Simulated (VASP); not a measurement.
# Fe3Ge (Fm-3m) in VASP: relaxation of cell and atoms with r2SCAN

Aim: the relaxation of cell and atoms of Fe3Ge with r2SCAN.

Program: VASP 6.6.1. These are calculated values, not measurements. Logs are shortened: lines on timing, memory, paths and dates and some standing lists are left out, and cuts for length are marked.

## (1) The cell of the first run

Symmetry: Fm-3m, No. 225, cubic system. The conventional cell has a = 5.751 Å, b = 5.751 Å, c = 5.751 Å, α = 90.00°, β = 90.00°, γ = 90.00°. Fe (site symmetry m-3m) has 8 Fe at 2.49 Å and 6 Ge at 2.88 Å within 3.3 Å. Within 3.3 Å of Fe (site symmetry -43m) lie 10 Fe at 2.49 to 2.88 Å and 4 Ge at 2.49 Å. Ge (site symmetry m-3m) has 14 Fe at 2.49 to 2.88 Å within 3.3 Å.

## (2) Relaxation of cell and atoms, r2SCAN, collinear spin, ferromagnetic start

Input file POSCAR:

```
Fe3Ge
1.0
    0.0000000000      2.8755854300      2.8755854300
    2.8755854300      0.0000000000      2.8755854300
    2.8755854300      2.8755854300      0.0000000000
Fe Ge
3 1
Direct
    0.5000000000      0.5000000000      0.5000000000
    0.2500000000      0.2500000000      0.2500000000
    0.7500000000      0.7500000000      0.7500000000
    0.0000000000      0.0000000000      0.0000000000
```

Input file INCAR.step1:

```
PREC = Accurate ; ENCUT = 600
ISMEAR = 0 ; SIGMA = 0.02
LREAL = F ; LASPH = T
NELM = 150 ; ISPIN = 2
MAGMOM = 3.5 3.5 3.5 0 ; LMAXMIX = 4
GGA = PE ; ALGO = Normal
EDIFF = 1E-4 ; LWAVE = T
LCHARG = F
```

Input file INCAR.step2:

```
PREC = Accurate ; ENCUT = 600
EDIFF = 1E-7 ; ISMEAR = 0
SIGMA = 0.02 ; LREAL = F
LASPH = T ; NELM = 150
ALGO = Normal ; ISIF = 3
LWAVE = F ; LCHARG = F
ISPIN = 2 ; MAGMOM = 3.5 3.5 3.5 0
LORBIT = 11 ; LMAXMIX = 4
METAGGA = R2SCAN ; LMIXTAU = T
IBRION = 2 ; NSW = 80
EDIFFG = -0.02 ; ISTART = 1
```

Input file KPOINTS:

```
Automatic mesh
0
Gamma
  7 7 7
```

Potentials or basis: VASP PAW PBE potentials, release 64 (Fe, Ge_d).

On the command line:

```
$ cat potpaw_PBE.64/Fe/POTCAR potpaw_PBE.64/Ge_d/POTCAR > POTCAR
$ cp INCAR.step1 INCAR
$ mpirun -np 1 vasp_std > vasp.out
$ cp INCAR.step2 INCAR
$ mpirun -np 1 vasp_std > vasp.out
```

OUTCAR:

```text
PREC = Accurate
   ENCUT = 600
   EDIFF = 1E-7
   ISMEAR = 0
   LREAL = F
   LASPH = T
   NELM = 150
   ISIF = 3
   ISPIN = 2
   LORBIT = 11
   METAGGA = R2SCAN
   IBRION = 2
   NSW = 80
   EDIFFG = -0.02
   ISTART = 1

 ion  position               nearest neighbor table
   1  0.500  0.500  0.500-   2 2.49   2 2.49   2 2.49   3 2.49   3 2.49   3 2.49   3 2.49   2 2.49
                             4 2.88   4 2.88   4 2.88   4 2.88   4 2.88   4 2.88
   2  0.250  0.250  0.250-   4 2.49   4 2.49   4 2.49   1 2.49   1 2.49   1 2.49   4 2.49   1 2.49
                             3 2.88   3 2.88   3 2.88   3 2.88   3 2.88   3 2.88
   3  0.750  0.750  0.750-   1 2.49   1 2.49   1 2.49   4 2.49   4 2.49   4 2.49   4 2.49   1 2.49
                             2 2.88   2 2.88   2 2.88   2 2.88   2 2.88   2 2.88
   4  0.000  0.000  0.000-   3 2.49   3 2.49   3 2.49   2 2.49   2 2.49   2 2.49   3 2.49   2 2.49
                             1 2.88   1 2.88   1 2.88   1 2.88   1 2.88   1 2.88

  LATTYP: Found a face centered cubic cell.
 ALAT       =     5.7511708600

  Lattice vectors:

 A1 = (   0.0000000000,   2.8755854300,   2.8755854300)
 A2 = (   2.8755854300,   0.0000000000,   2.8755854300)
 A3 = (   2.8755854300,   2.8755854300,   0.0000000000)

Analysis of symmetry for initial positions (statically):
=====================================================================
 Subroutine PRICEL returns:
 Original cell was already a primitive cell.

 Routine SETGRP: Setting up the symmetry group for a
 face centered cubic supercell.

 Subroutine GETGRP returns: Found 48 space group operations
 (whereof 48 operations were pure point group operations)
 out of a pool of 48 trial point group operations.

The static configuration has the point symmetry O_h .

Analysis of symmetry for dynamics (positions and initial velocities):
=====================================================================
 Subroutine PRICEL returns:
 Original cell was already a primitive cell.

 Routine SETGRP: Setting up the symmetry group for a
 face centered cubic supercell.

 Subroutine GETGRP returns: Found 48 space group operations
 (whereof 48 operations were pure point group operations)
 out of a pool of 48 trial point group operations.

The dynamic configuration has the point symmetry O_h .

Analysis of structural, dynamic, and magnetic symmetry:
=====================================================================
 Subroutine PRICEL returns:
 Original cell was already a primitive cell.

 Routine SETGRP: Setting up the symmetry group for a
 face centered cubic supercell.

 Subroutine GETGRP returns: Found 48 space group operations
 (whereof 48 operations were pure point group operations)
 out of a pool of 48 trial point group operations.

The overall configuration has the point symmetry O_h .

 Subroutine INISYM returns: Found 48 space group operations
 (whereof 48 operations are pure point group operations),
 and found     1 'primitive' translations

----------------------------------------------------------------------------------------

                                     Primitive cell

  volume of cell :      47.5564

  direct lattice vectors                    reciprocal lattice vectors
     0.000000000  2.875585430  2.875585430    -0.173877637  0.173877637  0.173877637
     2.875585430  0.000000000  2.875585430     0.173877637 -0.173877637  0.173877637
     2.875585430  2.875585430  0.000000000     0.173877637  0.173877637 -0.173877637

  length of vectors
     4.066691915  4.066691915  4.066691915     0.301164902  0.301164902  0.301164902

  position of ions in fractional coordinates (direct lattice)
     0.500000000  0.500000000  0.500000000
     0.250000000  0.250000000  0.250000000
     0.750000000  0.750000000  0.750000000
     0.000000000  0.000000000  0.000000000

  ion indices of the primitive-cell ions
   primitive index   ion index
                 1           1
                 2           2
                 3           3
                 4           4

----------------------------------------------------------------------------------------

 KPOINTS: Automatic mesh

Automatic generation of k-mesh.
 Grid dimensions read from file:
 generate k-points for:    7    7    7

 Generating k-lattice:

  Cartesian coordinates                     Fractional coordinates (reciprocal lattice)
    -0.024839662  0.024839662  0.024839662     0.142857143  0.000000000  0.000000000
     0.024839662 -0.024839662  0.024839662     0.000000000  0.142857143  0.000000000
     0.024839662  0.024839662 -0.024839662     0.000000000  0.000000000  0.142857143

  Length of vectors
     0.043023557  0.043023557  0.043023557

  Shift w.r.t. Gamma in fractional coordinates (k-lattice)
     0.000000000  0.000000000  0.000000000

 Subroutine IBZKPT returns following result:
 ===========================================

 Found     20 irreducible k-points:

 Following reciprocal coordinates:
            Coordinates               Weight
  0.000000  0.000000  0.000000      1.000000
  0.142857  0.000000  0.000000      8.000000
  0.285714  0.000000  0.000000      8.000000
  0.428571  0.000000  0.000000      8.000000
  0.142857  0.142857  0.000000      6.000000
  0.285714  0.142857  0.000000     24.000000
[... 12 lines left out ...]
 -0.428571  0.428571  0.142857     24.000000
 -0.285714  0.428571  0.142857     24.000000
   k-points           NKPTS =     20   k-points in BZ     NKDIM =     20   number of bands    NBANDS=     28
   number of dos      NEDOS =    301   number of ions     NIONS =      4
   total plane-waves  NPLWV =  32768
   dimension x,y,z NGX =    32 NGY =   32 NGZ =   32
   dimension x,y,z NGXF=    64 NGYF=   64 NGZF=   64
   ions per type =               3   1
   NGX,Y,Z   is equivalent  to a cutoff of  13.08, 13.08, 13.08 a.u.
   NGXF,Y,Z  is equivalent  to a cutoff of  26.16, 26.16, 26.16 a.u.
 SYSTEM =  unknown system
   PREC   = accura    normal or accurate (medium, high low for compatibility)
   ISTART =      1    job   : 0-new  1-cont  2-samecut
   ICHARG =      0    charge: 1-file 2-atom 10-const
   ISPIN  =      2    spin polarized calculation?
   LNONCOLLINEAR =      F non collinear calculations
   LSORBIT =      F    spin-orbit coupling
   LASPH  =      T    aspherical Exc in radial PAW
   ENCUT  =  600.0 eV  44.10 Ry    6.64 a.u.   8.12  8.12  8.12*2*pi/ulx,y,z
   NELM   =    150;   NELMIN=  2; NELMDL=  0     # of ELM steps
   EDIFF  = 0.1E-06   stopping-criterion for ELM
   LREAL  =      F    real-space projection
   EDIFFG = -.2E-01   stopping-criterion for IOM
   NSW    =     80    number of steps for IOM
   IBRION =      2    ionic relax: 0-MD 1-quasi-New 2-CG
   NFREE  =      1    steps in history (QN), initial steepest desc. (CG)
   ISIF   =      3    stress and relaxation
   ISYM   =      2    0-nonsym 1-usesym 2-fastsym
   POTIM  = 0.5000    time-step for ionic-motion
   TEBEG  =    0.0;   TEEND  =   0.0 temperature during run
   PSTRESS=    0.0 pullay stress
   NELECT =      38.0000    total number of electrons
   NUPDOWN=      -1.0000    fix difference up-down
   EMIN   =  10.00;   EMAX   =-10.00  energy-range for DOS
   EFERMI =   0.00;   METHOD = LEGACY
   ISMEAR =     0;   SIGMA  =   0.02  broadening in eV -4-tet -1-fermi 0-gaus
   EFERMI_NEDOS =   21; number of points for ismear=-14 and -15
   IALGO  =     38    algorithm
   IMIX   =      4    mixing-type and parameters
     AMIX     =   0.40;   BMIX     =  1.00
     AMIX_MAG =   1.60;   BMIX_MAG =  1.00
  volume/ion in A,a.u.               =      11.89        80.23
  Fermi-wavevector in a.u.,A,eV,Ry     =   1.519147  2.870771 31.399622  2.307807
  Thomas-Fermi vector in A             =   2.628172
   LORBIT       =     11    0 simple, 1 ext, 2 COOP (PROOUT), +10 PAW based schemes
   METAGGA = R2SCAN    functional components
   LHFCALC =     F    Hartree Fock is set to
   AEXX    =    0.0000 exact exchange contribution
   IVDW    =     0    specifies the selected vdW correction
   LEPSILON=     F    determine dielectric tensor
   LRPA    =     F    only Hartree local field effects (RPA)
 conjugate gradient relaxation of ions
 spin polarized calculation
 Gauss-broadening in eV      SIGMA  =   0.02
  energy-cutoff  :      600.00
  volume of cell :       47.56
 maximum number of plane-waves:      1600
   NGX = 17   NGY = 17   NGZ = 17

--------------------------------------- Ionic step        1  -------------------------------------------

 number of electron      38.0000014 magnetization       6.9440719

 Free energy of the ion-electron system (eV)
  ---------------------------------------------------
  ext. energy  EPLUGINS =         0.00000000
  ---------------------------------------------------
  free energy    TOTEN  =       -57.04833975 eV

  energy without entropy =      -57.04771250  energy(sigma->0) =      -57.04802612

------------------------ aborting loop because EDIFF is reached ----------------------------------------

  FORCE on cell =-STRESS in cart. coord.  units (eV):
  Direction    XX          YY          ZZ          XY          YZ          ZX
  --------------------------------------------------------------------------------------
  -------------------------------------------------------------------------------------
  Total       -0.3996694     -0.3996694     -0.3996694     -0.0000000     -0.0000000      0.0000000
  in kB      -13.4648849    -13.4648849    -13.4648849     -0.0000000     -0.0000000      0.0000000
  external PRESSURE =     -13.4648849 kB  Pullay stress =       0.0000000 kB
[... 61 lines left out ...]
  energy  without entropy=      -57.0483422803  energy(sigma->0) =      -57.04860668

--------------------------------------- Ionic step        3  -------------------------------------------

 number of electron      38.0000010 magnetization       6.8825443

 Free energy of the ion-electron system (eV)
  ---------------------------------------------------
  ext. energy  EPLUGINS =         0.00000000
  ---------------------------------------------------
  free energy    TOTEN  =       -57.05001627 eV

  energy without entropy =      -57.04946158  energy(sigma->0) =      -57.04973892

 E-fermi :   7.5949     XC(G=0): -14.3883

 val. band max:        7.5179391524   @ k =  -0.2857   0.2857   0.0000
 cond. band min:       7.5997630674   @ k =   0.2857   0.2857   0.0000
 fundamental gap:      0.0818239151
 Fermi energy:         7.5949143488

 spin component 1

 k-point     1 :       0.0000    0.0000    0.0000
  band No.  band energies     occupation
      1     -17.8824      1.00000
      2     -17.8824      1.00000
      3     -17.8823      1.00000
      4     -17.8493      1.00000
      5     -17.8493      1.00000
      6      -4.9842      1.00000
[... 609 lines left out ...]
     27      15.1736      0.00000
     28      15.9825      0.00000
 Fermi energy:         7.5949143488

 spin component 2

 k-point     1 :       0.0000    0.0000    0.0000
  band No.  band energies     occupation
      1     -17.8897      1.00000
      2     -17.8897      1.00000
      3     -17.8897      1.00000
      4     -17.8728      1.00000
      5     -17.8728      1.00000
      6      -5.3319      1.00000
[... 640 lines left out ...]
  FREE ENERGIE OF THE ION-ELECTRON SYSTEM (eV)
  ---------------------------------------------------
  free  energy   TOTEN  =       -57.0500162681 eV

  energy  without entropy=      -57.0494615816  energy(sigma->0) =      -57.04973892

 reached required accuracy - stopping structural energy minimisation

 total charge

# of ion       s       p       d       tot
------------------------------------------
    1        0.455   0.531   6.255   7.240
    2        0.428   0.549   6.355   7.331
    3        0.428   0.549   6.355   7.331
    4        1.046   1.340  10.130  12.517
--------------------------------------------------
tot          2.356   2.969  29.095  34.420

 magnetization (x)

# of ion       s       p       d       tot
------------------------------------------
    1       -0.014  -0.053   2.691   2.624
    2        0.006  -0.042   2.297   2.261
    3        0.006  -0.042   2.297   2.261
    4        0.008  -0.093  -0.023  -0.107
--------------------------------------------------
tot          0.006  -0.230   7.263   7.039
```

It took 17 min on 1 thread of Intel Xeon 8259CL, shared host; peak memory 0.26 GiB.

What came out:

- Free energy: -57.0500 eV
- Relaxed volume: 11.79 Å³/atom
- Relaxed cell: a = 4.056 Å, b = 4.056 Å, c = 4.056 Å, α = 60.00°, β = 60.00°, γ = 60.00°
- Space group after relaxing (to 0.1 Å): Fm-3m (No. 225)
- Energy gained by relaxing: 0.4 meV/atom
- Ionic steps: 3
- Pressure after relaxing: 0.0 GPa
- Net moment: 6.88 μB per cell
- Site moments: Fe +2.62, +2.26 (each value once); Ge -0.11 μB
- Valence electrons inside the program's atomic spheres: Fe 7.24, 7.33 (each value once); Ge 12.52

The path:
```csv
step,energy change (eV),largest force (eV/Å),pressure (GPa),volume (Å³)
1,0.0000,0.0000,-1.35,47.56
2,-0.0005,0.0000,1.31,46.87
3,-0.0017,0.0000,-0.03,47.17
```

Final structure:
```
Fe Ge
1.0
     0.00000    2.86777    2.86777
     2.86777    0.00000    2.86777
     2.86777    2.86777    0.00000
Fe Ge
3 1
Direct
  0.50000 0.50000 0.50000
  0.25000 0.25000 0.25000
  0.75000 0.75000 0.75000
  0.00000 0.00000 0.00000
```

Levels at points of the mesh, in eV from the Fermi level:
Spin up:
```csv
k point,band 18,band 19,band 20,band 21,band 22,band 23,band 24,band 25,band 26,band 27
"(0.00, 0.00, 0.00)",-1.73,-1.73,-1.64,-1.64,2.33,3.51,3.51,3.51,5.62,5.62
```
Spin down:
```tsv
k point	band 13	band 14	band 15	band 16	band 17	band 18
(0.00, 0.00, 0.00)	-1.58	-1.58	1.04	1.04	1.04	2.06
```

Caveat: the PAW data sets were made with another functional, which shifts forces and pressure a little.
